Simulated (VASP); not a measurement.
# TiH (Fm-3m) in VASP: further runs

The runs below take TiH through single point, relaxation of cell and atoms, with r2SCAN.

All numbers are computed with VASP 6.6.1; they aren't measurements. Logs are shortened: lines on timing, memory, paths and dates and some standing lists are left out, and cuts for length are marked.

### Step 1. The cell of the first run

Symmetry: Fm-3m, No. 225, cubic system. The conventional cell has a = 4.174 Å, b = 4.174 Å, c = 4.174 Å, α = 90.00°, β = 90.00°, γ = 90.00°. Ti (site symmetry m-3m) has 6 H at 2.09 Å within 2.8 Å. H (site symmetry m-3m) has 6 Ti at 2.09 Å within 2.8 Å.

### Step 2. Single point, r2SCAN

File POSCAR:

```
TiH
1.0
    0.0000000000      2.0869776543      2.0869776543
    2.0869776543      0.0000000000      2.0869776543
    2.0869776543      2.0869776543      0.0000000000
Ti H
1 1
Direct
    0.0000000000      0.0000000000      0.0000000000
    0.5000000000      0.5000000000      0.5000000000
```

File INCAR.step1:

```
PREC = Accurate
ENCUT = 520
ISMEAR = 0
SIGMA = 0.1
LREAL = False
LASPH = True
NELM = 80
NBANDS = 14
GGA = PE
ALGO = Normal
EDIFF = 1E-4
LWAVE = True
LCHARG = False
```

File INCAR.step2:

```
PREC = Accurate
ENCUT = 520
EDIFF = 1E-7
ISMEAR = 0
SIGMA = 0.1
LREAL = False
LASPH = True
NELM = 80
ALGO = Normal
ISIF = 2
LWAVE = False
LCHARG = False
METAGGA = R2SCAN
LMIXTAU = True
NBANDS = 14
ISTART = 1
```

File KPOINTS:

```
regular mesh
0
Gamma
  14 14 14
```

Potentials or basis: VASP PAW PBE potentials, release 64 (Ti_sv, H).

Started as:

```
$ cat potpaw_PBE.64/Ti_sv/POTCAR potpaw_PBE.64/H/POTCAR > POTCAR
$ cp INCAR.step1 INCAR
$ mpirun -np 1 vasp_std > vasp.out
$ cp INCAR.step2 INCAR
$ mpirun -np 1 vasp_std > vasp.out
```

OUTCAR:

```text
PREC = Accurate
   ENCUT = 520
   EDIFF = 1E-7
   ISMEAR = 0
   LREAL = False
   LASPH = True
   NELM = 80
   ISIF = 2
   METAGGA = R2SCAN
   ISTART = 1

 ion  position               nearest neighbor table
   1  0.000  0.000  0.000-
   2  0.500  0.500  0.500-

  LATTYP: Found a face centered cubic cell.
 ALAT       =     4.1739553086

  Lattice vectors:

 A1 = (   0.0000000000,   2.0869776543,   2.0869776543)
 A2 = (   2.0869776543,   0.0000000000,   2.0869776543)
 A3 = (   2.0869776543,   2.0869776543,   0.0000000000)

Analysis of symmetry for initial positions (statically):
=====================================================================
 Subroutine PRICEL returns:
 Original cell was already a primitive cell.

 Routine SETGRP: Setting up the symmetry group for a
 face centered cubic supercell.

 Subroutine GETGRP returns: Found 48 space group operations
 (whereof 48 operations were pure point group operations)
 out of a pool of 48 trial point group operations.

The static configuration has the point symmetry O_h .

Analysis of symmetry for dynamics (positions and initial velocities):
=====================================================================
 Subroutine PRICEL returns:
 Original cell was already a primitive cell.

 Routine SETGRP: Setting up the symmetry group for a
 face centered cubic supercell.

 Subroutine GETGRP returns: Found 48 space group operations
 (whereof 48 operations were pure point group operations)
 out of a pool of 48 trial point group operations.

The dynamic configuration has the point symmetry O_h .

 Subroutine INISYM returns: Found 48 space group operations
 (whereof 48 operations are pure point group operations),
 and found     1 'primitive' translations

----------------------------------------------------------------------------------------

                                     Primitive cell

  volume of cell :      18.1796

  direct lattice vectors                    reciprocal lattice vectors
     0.000000000  2.086977654  2.086977654    -0.239580907  0.239580907  0.239580907
     2.086977654  0.000000000  2.086977654     0.239580907 -0.239580907  0.239580907
     2.086977654  2.086977654  0.000000000     0.239580907  0.239580907 -0.239580907

  length of vectors
     2.951432103  2.951432103  2.951432103     0.414966304  0.414966304  0.414966304

  position of ions in fractional coordinates (direct lattice)
     0.000000000  0.000000000  0.000000000
     0.500000000  0.500000000  0.500000000

  ion indices of the primitive-cell ions
   primitive index   ion index
                 1           1
                 2           2

----------------------------------------------------------------------------------------

 KPOINTS: regular mesh

Automatic generation of k-mesh.
 Grid dimensions read from file:
 generate k-points for:   14   14   14

 Generating k-lattice:

  Cartesian coordinates                     Fractional coordinates (reciprocal lattice)
    -0.017112922  0.017112922  0.017112922     0.071428571  0.000000000  0.000000000
     0.017112922 -0.017112922  0.017112922     0.000000000  0.071428571  0.000000000
     0.017112922  0.017112922 -0.017112922     0.000000000  0.000000000  0.071428571

  Length of vectors
     0.029640450  0.029640450  0.029640450

  Shift w.r.t. Gamma in fractional coordinates (k-lattice)
     0.000000000  0.000000000  0.000000000

 Subroutine IBZKPT returns following result:
 ===========================================

 Found    104 irreducible k-points:

 Following reciprocal coordinates:
            Coordinates               Weight
  0.000000  0.000000  0.000000      1.000000
  0.071429  0.000000  0.000000      8.000000
  0.142857  0.000000  0.000000      8.000000
  0.214286  0.000000  0.000000      8.000000
  0.285714  0.000000  0.000000      8.000000
  0.357143  0.000000  0.000000      8.000000
[... 16 lines left out ...]
  0.214286  0.142857  0.000000     24.000000
  0.285714  0.142857  0.000000     24.000000
 [... further k-points ...]
   k-points           NKPTS =    104   k-points in BZ     NKDIM =    104   number of bands    NBANDS=     14
   number of dos      NEDOS =    301   number of ions     NIONS =      2
   total plane-waves  NPLWV =  13824
   dimension x,y,z NGX =    24 NGY =   24 NGZ =   24
   dimension x,y,z NGXF=    48 NGYF=   48 NGZF=   48
   ions per type =               1   1
   NGX,Y,Z   is equivalent  to a cutoff of  13.52, 13.52, 13.52 a.u.
   NGXF,Y,Z  is equivalent  to a cutoff of  27.04, 27.04, 27.04 a.u.
 SYSTEM =  unknown system
   PREC   = accura    normal or accurate (medium, high low for compatibility)
   ISTART =      1    job   : 0-new  1-cont  2-samecut
   ICHARG =      0    charge: 1-file 2-atom 10-const
   ISPIN  =      1    spin polarized calculation?
   LNONCOLLINEAR =      F non collinear calculations
   LSORBIT =      F    spin-orbit coupling
   LASPH  =      T    aspherical Exc in radial PAW
   ENCUT  =  520.0 eV  38.22 Ry    6.18 a.u.   5.49  5.49  5.49*2*pi/ulx,y,z
   NELM   =     80;   NELMIN=  2; NELMDL=  0     # of ELM steps
   EDIFF  = 0.1E-06   stopping-criterion for ELM
   LREAL  =      F    real-space projection
   EDIFFG = 0.1E-05   stopping-criterion for IOM
   NSW    =      0    number of steps for IOM
   IBRION =     -1    ionic relax: 0-MD 1-quasi-New 2-CG
   NFREE  =      0    steps in history (QN), initial steepest desc. (CG)
   ISIF   =      2    stress and relaxation
   ISYM   =      2    0-nonsym 1-usesym 2-fastsym
   POTIM  = 0.5000    time-step for ionic-motion
   TEBEG  =    0.0;   TEEND  =   0.0 temperature during run
   PSTRESS=    0.0 pullay stress
   NELECT =      13.0000    total number of electrons
   NUPDOWN=      -1.0000    fix difference up-down
   EMIN   =  10.00;   EMAX   =-10.00  energy-range for DOS
   EFERMI =   0.00;   METHOD = LEGACY
   ISMEAR =     0;   SIGMA  =   0.10  broadening in eV -4-tet -1-fermi 0-gaus
   EFERMI_NEDOS =   21; number of points for ismear=-14 and -15
   IALGO  =     38    algorithm
   IMIX   =      4    mixing-type and parameters
     AMIX     =   0.40;   BMIX     =  1.00
     AMIX_MAG =   1.60;   BMIX_MAG =  1.00
  volume/ion in A,a.u.               =       9.09        61.34
  Fermi-wavevector in a.u.,A,eV,Ry     =   1.463956  2.766477 29.159577  2.143168
  Thomas-Fermi vector in A             =   2.579990
   LORBIT       =      0    0 simple, 1 ext, 2 COOP (PROOUT), +10 PAW based schemes
   METAGGA = R2SCAN    functional components
   LHFCALC =     F    Hartree Fock is set to
   AEXX    =    0.0000 exact exchange contribution
   IVDW    =     0    specifies the selected vdW correction
   LEPSILON=     F    determine dielectric tensor
   LRPA    =     F    only Hartree local field effects (RPA)
 non-spin polarized calculation
 Gauss-broadening in eV      SIGMA  =   0.10
  energy-cutoff  :      520.00
  volume of cell :       18.18
 maximum number of plane-waves:       531
 NGX is ok and might be reduce to    24
   NGX = 11   NGY = 11   NGZ = 11

 number of electron      12.9999996 magnetization

 Free energy of the ion-electron system (eV)
  ---------------------------------------------------
  ext. energy  EPLUGINS =         0.00000000
  ---------------------------------------------------
  free energy    TOTEN  =       -17.14080552 eV

  energy without entropy =      -17.13313475  energy(sigma->0) =      -17.13697014

 E-fermi :   8.9208     XC(G=0): -12.8400

 val. band max:        8.9190582384   @ k =   0.4286   0.2857   0.0000
 cond. band min:       8.9368833395   @ k =   0.3571   0.2143   0.0000
 fundamental gap:      0.0178251010
 Fermi energy:         8.9208497055

 k-point     1 :       0.0000    0.0000    0.0000
  band No.  band energies     occupation
      1     -50.1581      2.00000
      2     -25.0411      2.00000
      3     -25.0411      2.00000
      4     -25.0410      2.00000
      5      -1.2190      2.00000
      6       9.6265      0.00000
      7       9.6265      0.00000
      8       9.6265      0.00000
      9      11.4454      0.00000
     10      11.4455      0.00000
     11      19.8761      0.00000
     12      23.8353      0.00000
     13      25.9699      0.00000
     14      25.9700      0.00000

 k-point     2 :       0.0714    0.0000    0.0000
  band No.  band energies     occupation
      1     -50.1524      2.00000
      2     -25.0749      2.00000
      3     -25.0450      2.00000
      4     -25.0450      2.00000
      5      -1.0710      2.00000
      6       9.5032      0.00000
      7       9.6847      0.00000
      8       9.6847      0.00000
      9      11.3896      0.00000
     10      11.3896      0.00000
     11      19.2562      0.00000
     12      23.9563      0.00000
     13      26.1286      0.00000
     14      26.1286      0.00000

 k-point     3 :       0.1429    0.0000    0.0000
  band No.  band energies     occupation
      1     -50.1368      2.00000
      2     -25.1692      2.00000
      3     -25.0560      2.00000
      4     -25.0559      2.00000
      5      -0.6398      2.00000
      6       9.1472      0.00137
      7       9.8149      0.00000
      8       9.8149      0.00000
      9      11.2836      0.00000
     10      11.2836      0.00000
     11      18.0181      0.00000
     12      24.0209      0.00000
     13      26.5500      0.00000
     14      26.5500      0.00000

 k-point     4 :       0.2143    0.0000    0.0000
  band No.  band energies     occupation
      1     -50.1141      2.00000
      2     -25.3035      2.00000
      3     -25.0718      2.00000
      4     -25.0717      2.00000
      5       0.0383      2.00000
      6       8.5841      2.00000
      7       9.8747      0.00000
      8       9.8747      0.00000
      9      11.3040      0.00000
     10      11.3040      0.00000
     11      16.8688      0.00000
     12      23.3788      0.00000
     13      27.0941      0.00000
     14      27.0942      0.00000

 k-point     5 :       0.2857    0.0000    0.0000
  band No.  band energies     occupation
      1     -50.0888      2.00000
      2     -25.4501      2.00000
      3     -25.0892      2.00000
      4     -25.0892      2.00000
      5       0.9057      2.00000
      6       7.8372      2.00000
      7       9.7597      0.00000
      8       9.7597      0.00000
      9      11.5723      0.00000
     10      11.5723      0.00000
     11      16.1224      0.00000
[... 276 lines left out ...]
 k-point    22 :       0.1429    0.1429    0.0000
  band No.  band energies     occupation
      1     -50.1298      2.00000
      2     -25.1656      2.00000
      3     -25.0830      2.00000
      4     -25.0830      2.00000
      5      -0.4794      2.00000
      6       8.9893      0.33277
      7       9.9872      0.00000
      8       9.9872      0.00000
      9      10.6212      0.00000
     10      11.6355      0.00000
     11      18.0990      0.00000
     12      24.4748      0.00000
     13      25.1371      0.00000
     14      25.1371      0.00000

 k-point    23 :       0.2143    0.1429    0.0000
  band No.  band energies     occupation
      1     -50.1128      2.00000
      2     -25.2517      2.00000
      3     -25.1037      2.00000
      4     -25.0986      2.00000
      5      -0.0211      2.00000
      6       8.6673      1.99966
      7       9.8862      0.00000
      8      10.1574      0.00000
      9      10.5433      0.00000
     10      11.7264      0.00000
     11      17.5216      0.00000
     12      23.9646      0.00000
     13      24.7428      0.00000
     14      25.5502      0.00000

 k-point    24 :       0.2857    0.1429    0.0000
  band No.  band energies     occupation
      1     -50.0908      2.00000
      2     -25.3702      2.00000
      3     -25.1239      2.00000
      4     -25.1172      2.00000
      5       0.6362      2.00000
      6       8.2345      2.00000
      7       9.4256      0.00000
      8      10.2121      0.00000
      9      10.9600      0.00000
     10      11.9044      0.00000
     11      16.8529      0.00000
     12      22.7531      0.00000
     13      24.5062      0.00000
     14      26.5099      0.00000

 [... further k-points ...]
[... 5 lines left out ...]
  --------------------------------------------------------------------------------------
  -------------------------------------------------------------------------------------
  Total        0.0669232      0.0669232      0.0669232      0.0000000     -0.0000000     -0.0000000
  in kB        5.8979893      5.8979893      5.8979893      0.0000000     -0.0000000     -0.0000000
  external PRESSURE =       5.8979893 kB  Pullay stress =       0.0000000 kB

 VOLUME and BASIS-vectors are now :
 -----------------------------------------------------------------------------
  energy-cutoff  :      520.00
  volume of cell :       18.18
      direct lattice vectors                 reciprocal lattice vectors
     0.000000000  2.086977654  2.086977654    -0.239580907  0.239580907  0.239580907
     2.086977654  0.000000000  2.086977654     0.239580907 -0.239580907  0.239580907
     2.086977654  2.086977654  0.000000000     0.239580907  0.239580907 -0.239580907

 POSITION                                       TOTAL-FORCE (eV/Angst)
 -----------------------------------------------------------------------------------
      0.00000      0.00000      0.00000         0.000000      0.000000     -0.000000
      2.08698      2.08698      2.08698         0.000000      0.000000      0.000000
 -----------------------------------------------------------------------------------
    total drift:                                0.000000     -0.000000     -0.000000

  FREE ENERGIE OF THE ION-ELECTRON SYSTEM (eV)
  ---------------------------------------------------
  free  energy   TOTEN  =       -17.1408055181 eV

  energy  without entropy=      -17.1331347529  energy(sigma->0) =      -17.13697014
```

It took 2.7 min on 1 thread of Intel Xeon 8259CL, shared host; peak memory 0.16 GiB.

What came out:

```yaml
Free_energy: -17.1408 eV
Pressure: 0.6 GPa
Band_gap_on_the_k_mesh: zero (an odd number of electrons rules out a gap without spin polarisation)
```

Caveat: the PAW data sets were made with another functional, which shifts forces and pressure a little.

### Step 3. Relaxation of cell and atoms, r2SCAN

This run uses another cell than the first one, of 9.13 Å³/atom.

File POSCAR:

```
TiH
1.0
    0.0000000000      2.0896972200      2.0896972200
    2.0896972200      0.0000000000      2.0896972200
    2.0896972200      2.0896972200      0.0000000000
Ti H
1 1
Direct
    0.0000000000      0.0000000000      0.0000000000
    0.5000000000      0.5000000000      0.5000000000
```

File INCAR.step1:

```
PREC = Accurate
ENCUT = 600
ISMEAR = 0
SIGMA = 0.1
LREAL = False
LASPH = True
NELM = 60
GGA = PE
ALGO = Normal
EDIFF = 1E-4
LWAVE = True
LCHARG = False
```

File INCAR.step2:

```
PREC = Accurate
ENCUT = 600
EDIFF = 1E-7
ISMEAR = 0
SIGMA = 0.1
LREAL = False
LASPH = True
NELM = 60
ALGO = Normal
ISIF = 3
LWAVE = False
LCHARG = False
METAGGA = R2SCAN
LMIXTAU = True
IBRION = 2
NSW = 90
EDIFFG = -0.02
ISTART = 1
```

File KPOINTS:

```
Automatic mesh
0
Gamma
  14 14 14
```

Potentials or basis: VASP PAW PBE potentials, release 64 (Ti_sv, H).

Started as:

```
$ cat potpaw_PBE.64/Ti_sv/POTCAR potpaw_PBE.64/H/POTCAR > POTCAR
$ cp INCAR.step1 INCAR
$ mpirun -np 1 vasp_std > vasp.out
$ cp INCAR.step2 INCAR
$ mpirun -np 1 vasp_std > vasp.out
```

It took 2 min on 1 thread of Intel Xeon 8259CL, shared host; peak memory 0.16 GiB.

Results (log left out):

| Quantity | Value |
| --- | --- |
| Free energy | -17.1413 eV |
| Pressure after relaxing | 0.1 GPa |
| Band gap on the k mesh | zero (an odd number of electrons rules out a gap without spin polarisation) |

Final structure:
```
CELL_PARAMETERS angstrom
0.00000 2.08970 2.08970
2.08970 0.00000 2.08970
2.08970 2.08970 0.00000
ATOMIC_POSITIONS crystal
Ti 0.00000 0.00000 0.00000
H 0.50000 0.50000 0.50000
```

Levels at points of the mesh, in eV from the Fermi level:
```tsv
k point	band 4	band 5	band 6	band 7	band 8	band 9
(0.00, 0.00, 0.00)	-33.97	-10.12	0.70	0.70	0.70	2.51
(0.50, 0.00, 0.00)	-34.05	-5.58	-3.34	0.44	0.44	3.48
(0.50, 0.50, 0.00)	-34.19	-7.22	-2.02	1.47	3.59	3.73
```

Caveat: the relaxation stopped at its first step, so nothing moved; the PAW data sets were made with another functional, which shifts forces and pressure a little.
